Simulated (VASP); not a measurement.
Write the native input for VASP 6.6.1 that does the following.

| Property | Result |
| --- | --- |
| Task | single point |
| Functional | PBE |
| Potentials or basis | VASP PAW PBE potentials, release 64 (As, Se) |
| Cutoff | 520 eV |
| k mesh | 4 × 4 × 6 |
| Occupations | gaussian, width 0.1 eV |
| Spin | no spin polarisation |
| Dipole correction | no |
| Further INCAR settings | ALGO = Normal; EDIFF = 1e-06; NBANDS = 22 |

The structure of AsSe4 lies in POSCAR:

```
AsSe4
1.0
    4.0500802796     -3.6651653898      0.0000000000
    4.0500802796      3.6651653898      0.0000000000
    0.0000000000      0.0000000000      3.8575211772
As Se
1 4
Direct
    0.0000000000      0.0000000000      0.0000000000
    0.7451929777      0.2548070223      0.5000000000
    0.2548070223      0.7451929777      0.5000000000
    0.3297989958      0.3297989958      0.0000000000
    0.6702010042      0.6702010042      0.0000000000
```

The cell was built from a structure type or drawn by symmetry, and may not be a known phase.

These files were run (other wordings do the same):

INCAR

```
SYSTEM = AsSe4
PREC = Accurate
ENCUT = 520
EDIFF = 1E-6
ISMEAR = 0
SIGMA = 0.1
LREAL = .FALSE.
LASPH = .TRUE.
NELM = 80
ALGO = Normal
ISIF = 2
LWAVE = .FALSE.
LCHARG = .FALSE.
GGA = PE
NBANDS = 22
```

KPOINTS

```
regular mesh
0
G
  4 4 6
  0 0 0
```

Potentials or basis: VASP PAW PBE potentials, release 64 (As, Se).

Launch:

```bash
$ cat potpaw_PBE.64/As/POTCAR potpaw_PBE.64/Se/POTCAR > POTCAR
$ mpirun -np 1 vasp_std > vasp.out
```

It gave:

```json
{"Pressure": "0.1 GPa", "Largest force": "0.030 eV/Å", "Band gap on the k mesh": "zero (an odd number of electrons rules out a gap without spin polarisation)"}
```

Wall time 100 s on 1 thread of AMD EPYC 7R13, on a shared host, peak memory 0.21 GiB.
